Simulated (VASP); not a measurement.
# TiH2 (I4/mmm) in VASP: further runs, part 2 of 2

VASP 6.6.1.

### 4 Single point, r2SCAN (6.67 Å³/atom)

This run uses another cell than the first one, of 6.67 Å³/atom.

POSCAR

```
TiH2
1.0
   -1.5710294496      1.5710294496      2.0281088102
    1.5710294496     -1.5710294496      2.0281088102
    1.5710294496      1.5710294496     -2.0281088102
Ti H
1 2
Direct
    0.0000000000      0.0000000000      0.0000000000
    0.7500000000      0.2500000000      0.5000000000
    0.2500000000      0.7500000000      0.5000000000
```

INCAR.step1

```
PREC = Accurate ; ENCUT = 520
ISMEAR = 0 ; SIGMA = 0.1
LREAL = False ; LASPH = True
NELM = 80 ; NBANDS = 14
GGA = PE ; ALGO = Normal
EDIFF = 1E-4 ; LWAVE = True
LCHARG = False
```

INCAR.step2

```
PREC = Accurate ; ENCUT = 520
EDIFF = 1E-6 ; ISMEAR = 0
SIGMA = 0.1 ; LREAL = False
LASPH = True ; NELM = 80
ALGO = Normal ; ISIF = 2
LWAVE = False ; LCHARG = True
METAGGA = R2SCAN ; LMIXTAU = True
LELF = True ; LVHAR = True
NBANDS = 14 ; ISTART = 1
```

KPOINTS

```
regular mesh
0
Gamma
  18 18 18
```

Potentials or basis: VASP PAW PBE potentials, release 64 (Ti_sv, H).

Run with:

```sh
> cat potpaw_PBE.64/Ti_sv/POTCAR potpaw_PBE.64/H/POTCAR > POTCAR
> cp INCAR.step1 INCAR
> mpirun -np 1 vasp_std > vasp.out
> cp INCAR.step2 INCAR
> mpirun -np 1 vasp_std > vasp.out
```

OUTCAR:

```text
PREC = Accurate
   ENCUT = 520
   EDIFF = 1E-6
   ISMEAR = 0
   LREAL = False
   LASPH = True
   NELM = 80
   ISIF = 2
   METAGGA = R2SCAN
   ISTART = 1

 ion  position               nearest neighbor table
   1  0.000  0.000  0.000-   2 1.87   3 1.87   2 1.87   3 1.87   2 1.87   3 1.87   2 1.87   3 1.87

   2  0.750  0.250  0.500-   1 1.87   1 1.87   1 1.87   1 1.87
   3  0.250  0.750  0.500-   1 1.87   1 1.87   1 1.87   1 1.87
[... 605 lines left out ...]

  FORCE on cell =-STRESS in cart. coord.  units (eV):
  Direction    XX          YY          ZZ          XY          YZ          ZX
  --------------------------------------------------------------------------------------
  -------------------------------------------------------------------------------------
  Total        1.3601698      1.3601698      1.3346102      0.0000000      0.0000000      0.0000000
  in kB      108.8388149    108.8388149    106.7935763      0.0000000      0.0000000      0.0000000
  external PRESSURE =     108.1570687 kB  Pullay stress =       0.0000000 kB

 VOLUME and BASIS-vectors are now :
 -----------------------------------------------------------------------------
  energy-cutoff  :      520.00
  volume of cell :       20.02
      direct lattice vectors                 reciprocal lattice vectors
    -1.571029450  1.571029450  2.028108810     0.000000000  0.318262653  0.246535096
     1.571029450 -1.571029450  2.028108810     0.318262653  0.000000000  0.246535096
     1.571029450  1.571029450 -2.028108810     0.318262653  0.318262653  0.000000000

 POSITION                                       TOTAL-FORCE (eV/Angst)
 -----------------------------------------------------------------------------------
      0.00000      0.00000      0.00000        -0.000000      0.000000     -0.000000
      0.00000      1.57103      1.01405         0.000000     -0.000000     -0.000000
      1.57103      0.00000      1.01405        -0.000000     -0.000000      0.000000
 -----------------------------------------------------------------------------------
    total drift:                                0.000000      0.000000      0.000000

  FREE ENERGIE OF THE ION-ELECTRON SYSTEM (eV)
  ---------------------------------------------------
  free  energy   TOTEN  =       -21.4499414054 eV

  energy  without entropy=      -21.4461798846  energy(sigma->0) =      -21.44806065
```

OUTCAR.step1:

```text
PREC = Accurate
   ENCUT = 520
   ISMEAR = 0
   LREAL = False
   LASPH = True
[... 634 lines left out ...]
      0.00000      0.00000      0.00000        -0.000000     -0.000000      0.000000
      0.00000      1.57103      1.01405        -0.000000      0.000000      0.000000
      1.57103      0.00000      1.01405         0.000000      0.000000     -0.000000
 -----------------------------------------------------------------------------------
    total drift:                                0.000000      0.000000      0.000000

  FREE ENERGIE OF THE ION-ELECTRON SYSTEM (eV)
  ---------------------------------------------------
  free  energy   TOTEN  =       -16.0268224096 eV

  energy  without entropy=      -16.0223565562  energy(sigma->0) =      -16.02458948
```

OSZICAR.step1:

```text
N       E                     dE             d eps       ncg     rms          rms(c)
DAV:   1     0.988166481220E+02    0.98817E+02   -0.71944E+03 13488   0.118E+03
DAV:   2    -0.133485436664E+02   -0.11217E+03   -0.10782E+03 14304   0.311E+02
DAV:   3    -0.183693483850E+02   -0.50208E+01   -0.49799E+01 18146   0.664E+01
DAV:   4    -0.184646143103E+02   -0.95266E-01   -0.95214E-01 14850   0.819E+00
DAV:   5    -0.184667761896E+02   -0.21619E-02   -0.21618E-02 15900   0.113E+00    0.150E+01
DAV:   6    -0.161270351801E+02    0.23397E+01   -0.30197E+00 14004   0.304E+01    0.354E+00
DAV:   7    -0.160324079041E+02    0.94627E-01   -0.35396E-01 16928   0.518E+00    0.156E+00
DAV:   8    -0.160263494006E+02    0.60585E-02   -0.77172E-02 15304   0.373E+00    0.648E-01
DAV:   9    -0.160272937675E+02   -0.94437E-03   -0.81312E-03 18592   0.130E+00    0.220E-01
DAV:  10    -0.160268293694E+02    0.46440E-03   -0.14440E-03 14256   0.643E-01    0.172E-02
DAV:  11    -0.160268224096E+02    0.69598E-05   -0.51330E-05  8826   0.950E-02
   1 F= -.16026822E+02 E0= -.16024589E+02  d E =-.446585E-02
```

Run time: 2.5 min. Hardware: 1 thread of Intel Xeon 6975P-C (Granite Rapids), shared host; peak memory 0.26 GiB.

Results:

```yaml
Free_energy: -21.4499 eV
Pressure: 10.8 GPa
Band_gap_on_the_k_mesh: zero (bands 7 and 8 overlap by 0.76 eV)
```

Caveat: the cell stands under pressure; the PAW data sets were made with another functional, which shifts forces and pressure a little.

### 5 Single point, r2SCAN (6.89 Å³/atom)

This run uses another cell than the first one, of 6.89 Å³/atom.

POSCAR

```
TiH2
1.0
   -1.5841510336      1.5841510336      2.0583091969
    1.5841510336     -1.5841510336      2.0583091969
    1.5841510336      1.5841510336     -2.0583091969
Ti H
1 2
Direct
    0.0000000000      0.0000000000      0.0000000000
    0.7500000000      0.2500000000      0.5000000000
    0.2500000000      0.7500000000      0.5000000000
```

INCAR.step1

```
PREC = Accurate
ENCUT = 520
ISMEAR = 0
SIGMA = 0.1
LREAL = F
LASPH = T
NELM = 60
NBANDS = 14
GGA = PE
ALGO = Normal
EDIFF = 1E-4
LWAVE = T
LCHARG = F
```

INCAR.step2

```
PREC = Accurate
ENCUT = 520
EDIFF = 1E-6
ISMEAR = 0
SIGMA = 0.1
LREAL = F
LASPH = T
NELM = 60
ALGO = Normal
ISIF = 2
LWAVE = F
LCHARG = T
METAGGA = R2SCAN
LMIXTAU = T
LELF = T
LVHAR = T
NBANDS = 14
ISTART = 1
```

KPOINTS

```
Automatic mesh
0
Gamma
  18 18 18
```

Potentials or basis: VASP PAW PBE potentials, release 64 (Ti_sv, H).

Run with:

```sh
> cat potpaw_PBE.64/Ti_sv/POTCAR potpaw_PBE.64/H/POTCAR > POTCAR
> cp INCAR.step1 INCAR
> mpirun -np 1 vasp_std > vasp.out
> cp INCAR.step2 INCAR
> mpirun -np 1 vasp_std > vasp.out
```

OUTCAR:

```text
PREC = Accurate
   ENCUT = 520
   EDIFF = 1E-6
   ISMEAR = 0
   LREAL = F
   LASPH = T
   NELM = 60
   ISIF = 2
   METAGGA = R2SCAN
   ISTART = 1

 ion  position               nearest neighbor table
   1  0.000  0.000  0.000-   2 1.89   3 1.89   2 1.89   3 1.89   2 1.89   3 1.89   2 1.89   3 1.89

   2  0.750  0.250  0.500-   1 1.89   1 1.89   1 1.89   1 1.89
   3  0.250  0.750  0.500-   1 1.89   1 1.89   1 1.89   1 1.89

  LATTYP: Found a body centered tetragonal cell.
 ALAT       =     3.1683020672
 C/A-ratio  =     1.2993137354

  Lattice vectors:

 A1 = (  -1.5841510336,   1.5841510336,   2.0583091969)
 A2 = (   1.5841510336,  -1.5841510336,   2.0583091969)
 A3 = (   1.5841510336,   1.5841510336,  -2.0583091969)

Analysis of symmetry for initial positions (statically):
=====================================================================
 Subroutine PRICEL returns:
 Original cell was already a primitive cell.

 Routine SETGRP: Setting up the symmetry group for a
 body centered tetragonal supercell.

 Subroutine GETGRP returns: Found 16 space group operations
[... 183 lines left out ...]
      8       8.5435      0.05445
      9       8.7159      0.00001
     10       9.6674      0.00000
     11      10.3858      0.00000
     12      23.5678      0.00000
     13      24.8577      0.00000
     14      24.8578      0.00000
[... 377 lines left out ...]
      1     -51.2129      2.00000
      2     -26.4159      2.00000
      3     -26.2743      2.00000
      4     -26.2510      2.00000
      5      -1.9959      2.00000
      6       4.7489      2.00000
      7       8.2479      1.97602
      8       8.7466      0.00000
      9       9.5449      0.00000
     10      10.2659      0.00000
     11      12.7002      0.00000
     12      19.3045      0.00000
     13      22.9152      0.00000
     14      24.4824      0.00000

 [... further k-points ...]

------------------------ aborting loop because EDIFF is reached ----------------------------------------

  FORCE on cell =-STRESS in cart. coord.  units (eV):
  Direction    XX          YY          ZZ          XY          YZ          ZX
  --------------------------------------------------------------------------------------
  -------------------------------------------------------------------------------------
  Total        0.6872102      0.6872102      0.6646921      0.0000000      0.0000000     -0.0000000
  in kB       53.2888542     53.2888542     51.5427186      0.0000000      0.0000000     -0.0000000
  external PRESSURE =      52.7068090 kB  Pullay stress =       0.0000000 kB

 VOLUME and BASIS-vectors are now :
 -----------------------------------------------------------------------------
  energy-cutoff  :      520.00
  volume of cell :       20.66
      direct lattice vectors                 reciprocal lattice vectors
    -1.584151034  1.584151034  2.058309197     0.000000000  0.315626471  0.242917828
     1.584151034 -1.584151034  2.058309197     0.315626471  0.000000000  0.242917828
     1.584151034  1.584151034 -2.058309197     0.315626471  0.315626471  0.000000000

 POSITION                                       TOTAL-FORCE (eV/Angst)
 -----------------------------------------------------------------------------------
      0.00000      0.00000      0.00000         0.000000      0.000000     -0.000000
     -0.00000      1.58415      1.02915        -0.000000      0.000000     -0.000000
      1.58415     -0.00000      1.02915         0.000000     -0.000000      0.000000
 -----------------------------------------------------------------------------------
    total drift:                                0.000000      0.000000      0.000000

  FREE ENERGIE OF THE ION-ELECTRON SYSTEM (eV)
  ---------------------------------------------------
  free  energy   TOTEN  =       -21.4828990683 eV

  energy  without entropy=      -21.4788329899  energy(sigma->0) =      -21.48086603
```

OUTCAR.step1:

```text
PREC = Accurate
   ENCUT = 520
   ISMEAR = 0
   LREAL = F
[... 635 lines left out ...]
      0.00000      0.00000      0.00000         0.000000     -0.000000     -0.000000
     -0.00000      1.58415      1.02915         0.000000      0.000000      0.000000
      1.58415     -0.00000      1.02915        -0.000000     -0.000000      0.000000
 -----------------------------------------------------------------------------------
    total drift:                                0.000000      0.000000      0.000000

  FREE ENERGIE OF THE ION-ELECTRON SYSTEM (eV)
  ---------------------------------------------------
  free  energy   TOTEN  =       -16.0639705046 eV

  energy  without entropy=      -16.0590960430  energy(sigma->0) =      -16.06153327
```

It took 2.6 min on 1 thread of Intel Xeon 6975P-C (Granite Rapids), shared host; peak memory 0.26 GiB.

Results:

* Free energy: -21.4829 eV
* Pressure: 5.3 GPa
* Band gap on the k mesh: zero (bands 7 and 8 overlap by 0.73 eV)

Stress tensor (GPa, compression positive):
```
5.33 0.00 0.00
0.00 5.33 0.00
0.00 0.00 5.15
```

Caveat: the cell stands under pressure; the PAW data sets were made with another functional, which shifts forces and pressure a little.

### 6 Single point, r2SCAN

This run uses another cell than the first one, of 7.10 Å³/atom.

POSCAR

```
TiH2
1.0
   -1.5974602250      1.5974602250      2.0867573090
    1.5974602250     -1.5974602250      2.0867573090
    1.5974602250      1.5974602250     -2.0867573090
Ti H
1 2
Direct
    0.0000000000      0.0000000000      0.0000000000
    0.7500000000      0.2500000000      0.5000000000
    0.2500000000      0.7500000000      0.5000000000
```

INCAR.step1

```
  ALGO = Normal
  EDIFF = 1E-4
  ENCUT = 520
  GGA = PE
  ISMEAR = 0
  LASPH = T
  LCHARG = F
  LREAL = F
  LWAVE = T
  NBANDS = 14
  NELM = 80
  PREC = Accurate
  SIGMA = 0.1
```

INCAR.step2

```
  ALGO = Normal
  EDIFF = 1E-7
  ENCUT = 520
  ISIF = 2
  ISMEAR = 0
  ISTART = 1
  LASPH = T
  LCHARG = F
  LMIXTAU = T
  LREAL = F
  LWAVE = F
  METAGGA = R2SCAN
  NBANDS = 14
  NELM = 80
  PREC = Accurate
  SIGMA = 0.1
```

KPOINTS

```
k-points
0
Gamma
  18 18 18
```

Potentials or basis: VASP PAW PBE potentials, release 64 (Ti_sv, H).

Run with:

```sh
> cat potpaw_PBE.64/Ti_sv/POTCAR potpaw_PBE.64/H/POTCAR > POTCAR
> cp INCAR.step1 INCAR
> mpirun -np 1 vasp_std > vasp.out
> cp INCAR.step2 INCAR
> mpirun -np 1 vasp_std > vasp.out
```

It took 3.3 min on 1 thread of Intel Xeon 6975P-C (Granite Rapids), shared host; peak memory 0.26 GiB.

It converged, with:

```
Free energy            : -21.4952 eV
Pressure               : 0.5 GPa
Band gap on the k mesh : zero (bands 7 and 8 overlap by 0.71 eV)
```

Stress tensor (GPa, compression positive):
```
0.52 0.00 0.00
0.00 0.52 0.00
0.00 0.00 0.40
```

Levels at points of the mesh, in eV from the Fermi level:
```
           k point  band 3  band 4  band 5  band 6  band 7  band 8  band 9  band 10  band 11  band 12
(0.00, 0.00, 0.00)  -34.72  -34.71  -11.33   -0.42   -0.42    0.11    0.26     1.22     1.88    14.89
(0.50, 0.00, 0.00)  -34.80  -34.75   -7.90   -5.74   -0.51    0.23    2.32     2.52     5.09     6.98
(0.50, 0.50, 0.00)  -34.86  -34.82   -6.22   -6.17   -3.30    2.39    2.49     2.73     7.10     8.10
(0.50, 0.50, 0.50)  -34.90  -34.90   -6.93   -5.03   -3.13    2.45    2.55     2.55     7.25     7.25
```

Caveat: the PAW data sets were made with another functional, which shifts forces and pressure a little.

### 7 The runs side by side

```tsv
cell	gap on the mesh (eV)	pressure (GPa)
a = 2.937 Å, angles 116.5, 116.5, 96.1°, 3 atoms	none	24.7
a = 2.973 Å, angles 116.8, 116.8, 95.6°, 3 atoms	none	17.2
a = 3.008 Å, angles 117.0, 117.0, 95.2°, 3 atoms	none	10.8
a = 3.042 Å, angles 117.2, 117.2, 94.8°, 3 atoms	none	5.3
a = 3.075 Å, angles 117.4, 117.4, 94.5°, 3 atoms	none	0.5
```

Alike in all rows: task single point; level r2SCAN; potentials or basis VASP PAW PBE potentials, release 64 (Ti_sv, H); no spin polarisation; k mesh 18 × 18 × 18; cutoff (eV) 520; smearing gaussian 0.1 eV.

Caveats: the PAW data sets were made with another functional, which shifts forces and pressure a little; the cell stands under pressure (at least some runs).

Absolute energies hang on the potentials; compare differences alone.
